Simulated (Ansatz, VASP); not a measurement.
# Two plane-wave programs on PtS2

INCAR

```
SYSTEM = PtS2
ALGO = Normal ; EDIFF = 1E-7
ENCUT = 520 ; GGA = PS
ISIF = 2 ; ISMEAR = 0
LASPH = .True. ; LCHARG = .False.
LREAL = .False. ; LWAVE = .False.
NBANDS = 18 ; NELM = 80
PREC = Accurate ; SIGMA = 0.01
```

Contents of KPOINTS:

```
k-points
0
Gamma
  6 6 4
  0 0 0
```

POSCAR

```
PtS2
1.0
    3.5526240934      0.0000000000      0.0000000000
   -1.7763120467      3.0766627150      0.0000000000
    0.0000000000      0.0000000000      5.1228306371
Pt S
1 2
Direct
    0.0000000000      0.0000000000      0.0000000000
    0.3333333333      0.6666666667      0.2392542165
    0.6666666667      0.3333333333      0.7607457835
```

Input for Ansatz:

```yaml
crystal:
  lattice:
    - [3.5526240934, 0.0, 0.0]
    - [-1.7763120467, 3.076662715, 0.0]
    - [0.0, 0.0, 5.1228306371]
  atoms:
    - { symbol: Pt, position: [0.0, 0.0, 0.0] }
    - { symbol: S, position: [0.3333333333, 0.6666666667, 0.2392542165] }
    - { symbol: S, position: [0.6666666667, 0.3333333333, 0.7607457835] }
kpoints:
  mp_grid: { grid: [6, 6, 4] }
hamiltonian:
  xc: pbesol
scf:
  occupations: { method: fixed }
  n_extra_bands: 4
output:
  forces: true
  stress: true
  eigenvalues: true
  write_density: true
  write_potential: true
  elf: true
  volumetric_format: npy
```

Alike in both runs: task single point; functional PBEsol; k mesh 6 × 6 × 4; no spin polarisation.

```csv
,VASP,Ansatz
version,VASP 6.6.1,Ansatz 0.2.0
potentials or method,"VASP PAW PBE potentials, release 64 (Pt, S)","plane waves, PAW"
plane-wave cutoff (eV),520,420
occupations,"gaussian, width 0.01 eV",fixed
valence electrons in the cell,22,30
```

|  | VASP | Ansatz | Ansatz less VASP |
| --- | --- | --- | --- |
| gap on the k mesh at the Fermi level (eV) | 0.79 | 0.78 | -0.010 |
| pressure (GPa) | -1.6 | -1.3 | +0.28 |
| traceless stress, the component that is largest in VASP (GPa) | -0.47 | -0.58 | -0.111 |
| rms of the force components (eV/Å) | 0.109 | 0.098 | -0.0109 |

VASP's potentials were made for PBE, not for PBEsol. Atom by atom the forces differ by 0.011 eV/Å (rms over components). VASP's potentials hold 22 valence electrons a cell and Ansatz's 30, so a difference there can come from the potentials and not from the codes.

Spin-orbit coupling is off throughout.
